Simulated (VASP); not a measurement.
# SiSbTe2 (P-3m1) in VASP: notebook, part 2 of 2

VASP 6.6.1. The steps go on from the part before.

**4. Relaxation of cell and atoms, PBE**

Contents of INCAR:

```
SYSTEM = SiSbTe2
PREC = Accurate ; ENCUT = 600
EDIFF = 1E-6 ; ISMEAR = 0
SIGMA = 0.1 ; LREAL = .FALSE.
LASPH = .TRUE. ; NELM = 60
ALGO = Normal ; ISIF = 3
LWAVE = .FALSE. ; LCHARG = .FALSE.
GGA = PE ; IBRION = 2
NSW = 100 ; EDIFFG = -0.01
```

Contents of KPOINTS:

```
Automatic mesh
0
G
  12 12 6
  0 0 0
```

Contents of POSCAR:

```
SiSbTe2
1.0
    3.9571114623      0.0000000000      0.0000000000
   -1.9785557311      3.4269590520      0.0000000000
    0.0000000000      0.0000000000      8.0365957552
Si Sb Te
1 1 2
Direct
    0.0000000000      0.0000000000      0.5000000000
    0.0000000000      0.0000000000      0.0000000000
    0.3333333333      0.6666666667      0.7156366103
    0.6666666667      0.3333333333      0.2843633897
```

Potentials or basis: VASP PAW PBE potentials, release 64 (Si, Sb, Te).

Started as:

```console
> cat potpaw_PBE.64/Si/POTCAR potpaw_PBE.64/Sb/POTCAR potpaw_PBE.64/Te/POTCAR > POTCAR
> mpirun -np 1 vasp_std > vasp.out
```

OUTCAR:

```text
SYSTEM = SiSbTe2
   PREC = Accurate
   ENCUT = 600
   EDIFF = 1E-6
   ISMEAR = 0
   LREAL = .FALSE.
   LASPH = .TRUE.
   NELM = 60
   ISIF = 3
   GGA = PE
   IBRION = 2
   NSW = 100
   EDIFFG = -0.01

 ion  position               nearest neighbor table
   1  0.000  0.000  0.500-   3 2.87   4 2.87   4 2.87   3 2.87   4 2.87   3 2.87
   2  0.000  0.000  0.000-   3 3.23   4 3.23   4 3.23   3 3.23   4 3.23   3 3.23
   3  0.333  0.667  0.716-   1 2.87   1 2.87   1 2.87   2 3.23   2 3.23   2 3.23
   4  0.667  0.333  0.284-   1 2.87   1 2.87   1 2.87   2 3.23   2 3.23   2 3.23

  LATTYP: Found a hexagonal cell.
 ALAT       =     3.9571114623
 C/A-ratio  =     2.0309247874

  Lattice vectors:

 A1 = (   3.9571114623,   0.0000000000,   0.0000000000)
[... 355 lines left out ...]
      3      -2.8700      2.00000
      4       1.8842      2.00000
      5       3.5772      2.00000
      6       5.9551      2.00000
      7       5.9551      2.00000
      8       6.4451      2.00000
      9       6.4451      2.00000
     10       8.2050      0.00000
     11       8.4317      0.00000
     12       8.6090      0.00000
     13       8.6090      0.00000
     14       9.7035      0.00000
[... 377 lines left out ...]
      1      -5.8447      2.00000
      2      -4.7500      2.00000
      3      -2.3645      2.00000
      4       1.0839      2.00000
      5       3.5340      2.00000
      6       4.6179      2.00000
      7       5.2105      2.00000
      8       5.8609      2.00000
      9       6.3449      2.00000
     10       6.3733      2.00000
     11       8.2448      0.00000
     12       8.3586      0.00000
     13       8.9840      0.00000
     14      10.1608      0.00000

 [... further k-points ...]

------------------------ aborting loop because EDIFF is reached ----------------------------------------

  FORCE on cell =-STRESS in cart. coord.  units (eV):
  Direction    XX          YY          ZZ          XY          YZ          ZX
  --------------------------------------------------------------------------------------
  -------------------------------------------------------------------------------------
  Total       -0.0173790     -0.0173790     -0.0097886     -0.0000000      0.0000000      0.0000000
  in kB       -0.2553247     -0.2553247     -0.1438101     -0.0000000      0.0000000      0.0000000
  external PRESSURE =      -0.2181531 kB  Pullay stress =       0.0000000 kB
[... 19 lines left out ...]
  FREE ENERGIE OF THE ION-ELECTRON SYSTEM (eV)
  ---------------------------------------------------
  free  energy   TOTEN  =       -15.0165146255 eV

  energy  without entropy=      -15.0029351811  energy(sigma->0) =      -15.00972490

 reached required accuracy - stopping structural energy minimisation
```

Wall time 2.5 min (1 thread of Intel Xeon 6975P-C (Granite Rapids), shared host); peak memory 0.43 GiB.

Results:

- Free energy: -15.0165 eV
- Relaxed volume: 27.26 Å³/atom
- Relaxed cell: a = 3.949 Å, b = 3.949 Å, c = 8.075 Å, α = 90.00°, β = 90.00°, γ = 120.00°
- Space group after relaxing (to 0.05 Å): P-3m1 (No. 164)
- Energy gained by relaxing: 0.2 meV/atom
- Ionic steps: 5
- Pressure after relaxing: 0.0 GPa
- Largest force after relaxing: 0.004 eV/Å

Forces in eV/Å, atoms in the order of the input:
```
Si   0.000  0.000  0.000
Sb   0.000  0.000  0.000
Te   0.000  0.000 -0.004
Te   0.000  0.000  0.004
```

Step by step:
| step | energy change (eV) | largest force (eV/Å) | pressure (GPa) | volume (Å³) |
| --- | --- | --- | --- | --- |
| 1 | 0.0000 | 0.0536 | 0.13 | 108.98 |
| 2 | -0.0006 | 0.0297 | -0.10 | 109.34 |
| 3 | -0.0007 | 0.0257 | -0.14 | 109.40 |
| 4 | -0.0009 | 0.0054 | -0.06 | 109.16 |
| 5 | -0.0010 | 0.0036 | -0.02 | 109.05 |

Final structure:
```
CELL_PARAMETERS angstrom
3.94890 0.00000 0.00000
-1.97445 3.41984 0.00000
0.00000 0.00000 8.07532
ATOMIC_POSITIONS crystal
Si 0.00000 0.00000 0.50000
Sb 0.00000 0.00000 0.00000
Te 0.33333 0.66667 0.71642
Te 0.66667 0.33333 0.28358
```

Levels at points of the mesh, in eV from the Fermi level:
| k point | band 8 | band 9 | band 10 | band 11 | band 12 | band 13 |
| --- | --- | --- | --- | --- | --- | --- |
| (0.00, 0.00, 0.00) | -0.91 | -0.91 | 0.85 | 1.08 | 1.25 | 1.25 |
| (0.50, 0.00, 0.00) | -1.77 | -1.50 | -1.31 | -0.80 | -0.34 | -0.08 |
| (0.00, 0.00, 0.50) | -1.21 | -1.10 | -1.10 | 1.45 | 1.45 | 2.02 |
| (0.50, 0.00, 0.50) | -3.54 | -3.00 | -2.31 | 0.61 | 1.30 | 1.55 |

Caveat: spin-orbit coupling is left out, which moves the levels of the heavy elements.

**5. The runs side by side**

```csv
task,cell,k mesh,cutoff (eV),gap on the mesh (eV),pressure (GPa),largest force (eV/Å)
single point,"a = 3.957, b = 3.957, c = 8.037 Å, angles 90.0, 90.0, 120.0°, 4 atoms",6 × 6 × 4,520,none,-0.1,0.04
single point,"a = 3.938, b = 3.938, c = 8.104 Å, angles 90.0, 90.0, 120.0°, 4 atoms",12 × 12 × 6,520,none,0.0,0.02
relaxation of cell and atoms,"relaxed from a = 3.957, b = 3.957, c = 8.037 Å, angles 90.0, 90.0, 120.0°, 4 atoms",12 × 12 × 6,600,none,0.0,-
```

Alike in all rows: level PBE; potentials or basis VASP PAW PBE potentials, release 64 (Si, Sb, Te); no spin polarisation; smearing gaussian 0.1 eV.

Caveats: spin-orbit coupling is left out, which moves the levels of the heavy elements.

Absolute energies hang on the potentials; compare differences alone.
